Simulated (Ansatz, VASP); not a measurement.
## Mg2Si: VASP beside Ansatz

```
CELL_PARAMETERS angstrom
0.00000 3.16359 3.16359
3.16359 0.00000 3.16359
3.16359 3.16359 0.00000
ATOMIC_POSITIONS crystal
Mg 0.25000 0.25000 0.25000
Mg 0.75000 0.75000 0.75000
Si 0.00000 0.00000 0.00000
```

Alike in both runs: task single point; functional PBE; k mesh 7 × 7 × 7; occupations fermi-dirac, width 0.0161 eV; no spin polarisation.

```csv
,VASP,Ansatz
version,VASP 6.6.1,Ansatz 0.2.0
potentials or method,"VASP PAW PBE potentials, release 64 (Mg, Si), cutoff 600 eV",PAW plane waves
valence electrons in the cell,8,24
```

|  | VASP | Ansatz | Ansatz less VASP |
| --- | --- | --- | --- |
| pressure (GPa) | 0.9 | 1.0 | +0.12 |

VASP's potentials hold 8 valence electrons a cell and Ansatz's 24, so a difference there can come from the potentials and not from the codes.
